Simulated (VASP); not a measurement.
# BeS (F-43m) in VASP: notebook

The runs below take BeS through single point, with PBE, r2SCAN, HSE06, PBE0.

Program: VASP 6.6.1. These are calculated values, not measurements. Logs are shortened: lines on timing, memory, paths and dates and some standing lists are left out, and cuts for length are marked.

### Step 1. The cell of the first run

The structure is cubic, space group F-43m (No. 216). Conventional cell: a = 4.869 Å, b = 4.869 Å, c = 4.869 Å, α = 90.00°, β = 90.00°, γ = 90.00°. Be (site symmetry -43m) has 4 S at 2.11 Å within 2.8 Å. S (site symmetry -43m) has 4 Be at 2.11 Å within 2.8 Å.

### Step 2. Single point, PBE

Input file INCAR:

```
SYSTEM = BeS
PREC = Accurate ; ENCUT = 520
EDIFF = 1E-6 ; ISMEAR = 0
SIGMA = 0.01 ; LREAL = .FALSE.
LASPH = .TRUE. ; NELM = 80
ALGO = Normal ; ISIF = 2
LWAVE = .FALSE. ; LCHARG = .TRUE.
GGA = PE ; LELF = .TRUE.
LVHAR = .TRUE. ; NBANDS = 11
```

Input file KPOINTS:

```
Automatic mesh
0
G
  8 8 8
  0 0 0
```

Input file POSCAR:

```
BeS
1.0
    0.0000000000      2.4343066372      2.4343066372
    2.4343066372      0.0000000000      2.4343066372
    2.4343066372      2.4343066372      0.0000000000
Be S
1 1
Direct
    0.0000000000      0.0000000000      0.0000000000
    0.2500000000      0.2500000000      0.2500000000
```

Potentials or basis: VASP PAW PBE potentials, release 64 (Be, S).

On the command line:

```sh
cat potpaw_PBE.64/Be/POTCAR potpaw_PBE.64/S/POTCAR > POTCAR
mpirun -np 1 vasp_std > vasp.out
```

OUTCAR:

```text
SYSTEM = BeS
   PREC = Accurate
   ENCUT = 520
   EDIFF = 1E-6
   ISMEAR = 0
   LREAL = .FALSE.
   LASPH = .TRUE.
   NELM = 80
   ISIF = 2
   GGA = PE

 ion  position               nearest neighbor table
   1  0.000  0.000  0.000-   2 2.11   2 2.11   2 2.11   2 2.11
   2  0.250  0.250  0.250-   1 2.11   1 2.11   1 2.11   1 2.11

  LATTYP: Found a face centered cubic cell.
 ALAT       =     4.8686132744

  Lattice vectors:

 A1 = (   0.0000000000,   2.4343066372,   2.4343066372)
 A2 = (   2.4343066372,   0.0000000000,   2.4343066372)
 A3 = (   2.4343066372,   2.4343066372,   0.0000000000)

Analysis of symmetry for initial positions (statically):
=====================================================================
 Subroutine PRICEL returns:
 Original cell was already a primitive cell.

 Routine SETGRP: Setting up the symmetry group for a
 face centered cubic supercell.

 Subroutine GETGRP returns: Found 24 space group operations
 (whereof 24 operations were pure point group operations)
 out of a pool of 48 trial point group operations.

The static configuration has the point symmetry T_d .

Analysis of symmetry for dynamics (positions and initial velocities):
=====================================================================
 Subroutine PRICEL returns:
 Original cell was already a primitive cell.

 Routine SETGRP: Setting up the symmetry group for a
 face centered cubic supercell.

 Subroutine GETGRP returns: Found 24 space group operations
 (whereof 24 operations were pure point group operations)
 out of a pool of 48 trial point group operations.

The dynamic configuration has the point symmetry T_d .

 Subroutine INISYM returns: Found 24 space group operations
 (whereof 24 operations are pure point group operations),
 and found     1 'primitive' translations

----------------------------------------------------------------------------------------

                                     Primitive cell

  volume of cell :      28.8507

  direct lattice vectors                    reciprocal lattice vectors
     0.000000000  2.434306637  2.434306637    -0.205397296  0.205397296  0.205397296
     2.434306637  0.000000000  2.434306637     0.205397296 -0.205397296  0.205397296
     2.434306637  2.434306637  0.000000000     0.205397296  0.205397296 -0.205397296

  length of vectors
     3.442629461  3.442629461  3.442629461     0.355758552  0.355758552  0.355758552

  position of ions in fractional coordinates (direct lattice)
     0.000000000  0.000000000  0.000000000
     0.250000000  0.250000000  0.250000000

  ion indices of the primitive-cell ions
   primitive index   ion index
                 1           1
                 2           2

----------------------------------------------------------------------------------------

 KPOINTS: Automatic mesh

Automatic generation of k-mesh.
 Grid dimensions read from file:
 generate k-points for:    8    8    8

 Generating k-lattice:

  Cartesian coordinates                     Fractional coordinates (reciprocal lattice)
    -0.025674662  0.025674662  0.025674662     0.125000000  0.000000000  0.000000000
     0.025674662 -0.025674662  0.025674662     0.000000000  0.125000000  0.000000000
     0.025674662  0.025674662 -0.025674662     0.000000000  0.000000000  0.125000000

  Length of vectors
     0.044469819  0.044469819  0.044469819

  Shift w.r.t. Gamma in fractional coordinates (k-lattice)
     0.000000000  0.000000000  0.000000000

 Subroutine IBZKPT returns following result:
 ===========================================

 Found     29 irreducible k-points:

 Following reciprocal coordinates:
            Coordinates               Weight
  0.000000  0.000000  0.000000      1.000000
  0.125000  0.000000  0.000000      8.000000
  0.250000  0.000000  0.000000      8.000000
  0.375000  0.000000  0.000000      8.000000
  0.500000  0.000000  0.000000      4.000000
  0.125000  0.125000  0.000000      6.000000
[... 16 lines left out ...]
  0.500000  0.250000  0.125000     48.000000
 -0.375000  0.250000  0.125000     24.000000
 [... further k-points ...]
   k-points           NKPTS =     29   k-points in BZ     NKDIM =     29   number of bands    NBANDS=     11
   number of dos      NEDOS =    301   number of ions     NIONS =      2
   total plane-waves  NPLWV =  21952
   dimension x,y,z NGX =    28 NGY =   28 NGZ =   28
   dimension x,y,z NGXF=    56 NGYF=   56 NGZF=   56
   ions per type =               1   1
   NGX,Y,Z   is equivalent  to a cutoff of  13.52, 13.52, 13.52 a.u.
   NGXF,Y,Z  is equivalent  to a cutoff of  27.04, 27.04, 27.04 a.u.
 SYSTEM =  BeS
   PREC   = accura    normal or accurate (medium, high low for compatibility)
   ISTART =      0    job   : 0-new  1-cont  2-samecut
   ICHARG =      2    charge: 1-file 2-atom 10-const
   ISPIN  =      1    spin polarized calculation?
   LNONCOLLINEAR =      F non collinear calculations
   LSORBIT =      F    spin-orbit coupling
   LASPH  =      T    aspherical Exc in radial PAW
   ENCUT  =  520.0 eV  38.22 Ry    6.18 a.u.   6.40  6.40  6.40*2*pi/ulx,y,z
   NELM   =     80;   NELMIN=  2; NELMDL= -5     # of ELM steps
   EDIFF  = 0.1E-05   stopping-criterion for ELM
   LREAL  =      F    real-space projection
   EDIFFG = 0.1E-04   stopping-criterion for IOM
   NSW    =      0    number of steps for IOM
   IBRION =     -1    ionic relax: 0-MD 1-quasi-New 2-CG
   NFREE  =      0    steps in history (QN), initial steepest desc. (CG)
   ISIF   =      2    stress and relaxation
   ISYM   =      2    0-nonsym 1-usesym 2-fastsym
   POTIM  = 0.5000    time-step for ionic-motion
   TEBEG  =    0.0;   TEEND  =   0.0 temperature during run
   PSTRESS=    0.0 pullay stress
   NELECT =       8.0000    total number of electrons
   NUPDOWN=      -1.0000    fix difference up-down
   EMIN   =  10.00;   EMAX   =-10.00  energy-range for DOS
   EFERMI =   0.00;   METHOD = LEGACY
   ISMEAR =     0;   SIGMA  =   0.01  broadening in eV -4-tet -1-fermi 0-gaus
   EFERMI_NEDOS =   21; number of points for ismear=-14 and -15
   IALGO  =     38    algorithm
   IMIX   =      4    mixing-type and parameters
     AMIX     =   0.40;   BMIX     =  1.00
     AMIX_MAG =   1.60;   BMIX_MAG =  1.00
  volume/ion in A,a.u.               =      14.43        97.35
  Fermi-wavevector in a.u.,A,eV,Ry     =   1.067545  2.017368 15.505913  1.139652
  Thomas-Fermi vector in A             =   2.203165
   LORBIT       =      0    0 simple, 1 ext, 2 COOP (PROOUT), +10 PAW based schemes
   GGA     = PE    functional components
   LHFCALC =     F    Hartree Fock is set to
   AEXX    =    0.0000 exact exchange contribution
   IVDW    =     0    specifies the selected vdW correction
   LEPSILON=     F    determine dielectric tensor
   LRPA    =     F    only Hartree local field effects (RPA)
 non-spin polarized calculation
 Gauss-broadening in eV      SIGMA  =   0.01
  energy-cutoff  :      520.00
  volume of cell :       28.85
 maximum number of plane-waves:       791
 NGX is ok and might be reduce to    28
   NGX = 13   NGY = 13   NGZ = 13

 number of electron       7.9999999 magnetization

 Free energy of the ion-electron system (eV)
  ---------------------------------------------------
  ext. energy  EPLUGINS =         0.00000000
  ---------------------------------------------------
  free energy    TOTEN  =       -10.01312072 eV

  energy without entropy =      -10.01312072  energy(sigma->0) =      -10.01312072

 E-fermi :   4.1343     XC(G=0):  -9.6833

 val. band max:        4.0566800704   @ k =   0.0000   0.0000   0.0000
 cond. band min:       7.1929357110   @ k =   0.5000   0.5000   0.0000
 fundamental gap:      3.1362556407
 Fermi energy:         4.1343294852

 k-point     1 :       0.0000    0.0000    0.0000
  band No.  band energies     occupation
      1      -9.5593      2.00000
      2       4.0567      2.00000
      3       4.0567      2.00000
      4       4.0567      2.00000
      5       9.7310      0.00000
      6       9.7310      0.00000
      7       9.7310      0.00000
      8       9.8455      0.00000
      9      16.8479      0.00000
     10      16.8479      0.00000
     11      18.8399      0.00000

 k-point     2 :       0.1250    0.0000    0.0000
  band No.  band energies     occupation
      1      -9.3847      2.00000
      2       2.8688      2.00000
      3       3.8610      2.00000
      4       3.8610      2.00000
      5       9.6368      0.00000
      6      10.0820      0.00000
      7      10.0820      0.00000
      8      11.1419      0.00000
      9      16.1657      0.00000
     10      16.1657      0.00000
     11      18.7105      0.00000

 k-point     3 :       0.2500    0.0000    0.0000
  band No.  band energies     occupation
      1      -8.9043      2.00000
      2       0.7898      2.00000
      3       3.4698      2.00000
      4       3.4698      2.00000
      5       9.5786      0.00000
      6      10.6221      0.00000
      7      10.6221      0.00000
      8      13.2431      0.00000
      9      15.9271      0.00000
     10      15.9271      0.00000
     11      18.2635      0.00000

 k-point     4 :       0.3750    0.0000    0.0000
  band No.  band energies     occupation
      1      -8.2960      2.00000
      2      -0.9467      2.00000
      3       3.1537      2.00000
      4       3.1537      2.00000
      5       9.5198      0.00000
      6      10.6936      0.00000
      7      10.6936      0.00000
      8      14.7709      0.00000
      9      17.2628      0.00000
     10      17.2628      0.00000
     11      18.4020      0.00000

 k-point     5 :       0.5000    0.0000    0.0000
  band No.  band energies     occupation
      1      -7.9802      2.00000
      2      -1.6570      2.00000
      3       3.0381      2.00000
      4       3.0381      2.00000
      5       9.4940      0.00000
      6      10.6216      0.00000
      7      10.6216      0.00000
      8      15.2101      0.00000
      9      18.9435      0.00000
     10      18.9435      0.00000
     11      19.1451      0.00000
[... 211 lines left out ...]
 k-point    21 :       0.5000    0.5000    0.0000
  band No.  band energies     occupation
      1      -7.4484      2.00000
      2      -0.9041      2.00000
      3       1.4550      2.00000
      4       1.4550      2.00000
      5       7.1929      0.00000
      6       8.9841      0.00000
      7      16.7466      0.00000
      8      16.7466      0.00000
      9      19.4639      0.00000
     10      20.3895      0.00000
     11      20.8912      0.00000

 k-point    22 :       0.3750    0.2500    0.1250
  band No.  band energies     occupation
      1      -8.5123      2.00000
      2       0.5563      2.00000
      3       1.9443      2.00000
      4       2.9542      2.00000
      5       9.5831      0.00000
      6      11.3196      0.00000
      7      11.5441      0.00000
      8      12.5828      0.00000
      9      15.6194      0.00000
     10      18.4199      0.00000
     11      19.9303      0.00000

 k-point    23 :       0.5000    0.2500    0.1250
  band No.  band energies     occupation
      1      -7.9779      2.00000
      2      -0.5850      2.00000
      3       1.4127      2.00000
      4       2.4900      2.00000
      5      10.0539      0.00000
      6      10.8628      0.00000
      7      12.4834      0.00000
      8      13.3099      0.00000
      9      16.6366      0.00000
     10      18.3915      0.00000
     11      20.4474      0.00000

 k-point    24 :      -0.3750    0.2500    0.1250
  band No.  band energies     occupation
      1      -7.7104      2.00000
      2      -1.1292      2.00000
      3       1.3174      2.00000
      4       2.2485      2.00000
      5      10.1614      0.00000
      6      10.6187      0.00000
      7      13.1414      0.00000
      8      14.5228      0.00000
      9      15.4654      0.00000
     10      19.3140      0.00000
     11      19.9466      0.00000

 [... further k-points ...]

------------------------ aborting loop because EDIFF is reached ----------------------------------------

  FORCE on cell =-STRESS in cart. coord.  units (eV):
  Direction    XX          YY          ZZ          XY          YZ          ZX
  --------------------------------------------------------------------------------------
  -------------------------------------------------------------------------------------
  Total        0.0807856      0.0807856      0.0807856      0.0000000     -0.0000000      0.0000000
  in kB        4.4863036      4.4863036      4.4863036      0.0000000     -0.0000000      0.0000000
  external PRESSURE =       4.4863036 kB  Pullay stress =       0.0000000 kB

 VOLUME and BASIS-vectors are now :
 -----------------------------------------------------------------------------
  energy-cutoff  :      520.00
  volume of cell :       28.85
      direct lattice vectors                 reciprocal lattice vectors
     0.000000000  2.434306637  2.434306637    -0.205397296  0.205397296  0.205397296
     2.434306637  0.000000000  2.434306637     0.205397296 -0.205397296  0.205397296
     2.434306637  2.434306637  0.000000000     0.205397296  0.205397296 -0.205397296

 POSITION                                       TOTAL-FORCE (eV/Angst)
 -----------------------------------------------------------------------------------
      0.00000      0.00000      0.00000         0.000000      0.000000      0.000000
      1.21715      1.21715      1.21715        -0.000000     -0.000000     -0.000000
 -----------------------------------------------------------------------------------
    total drift:                                0.000000      0.000000      0.000000

  FREE ENERGIE OF THE ION-ELECTRON SYSTEM (eV)
  ---------------------------------------------------
  free  energy   TOTEN  =       -10.0131207197 eV

  energy  without entropy=      -10.0131207197  energy(sigma->0) =      -10.01312072
```

It took 19 s on 1 thread of Intel Xeon Platinum 8259CL at 2.50GHz (Skylake/Cascade Lake), shared host; peak memory 0.15 GiB.

Results:

```yaml
Free_energy: -10.0131 eV
Pressure: 0.4 GPa
Band_gap_on_the_k_mesh: 3.14 eV, indirect (least direct gap 5.67 eV)
```

(Continued in part 2 of 2.)
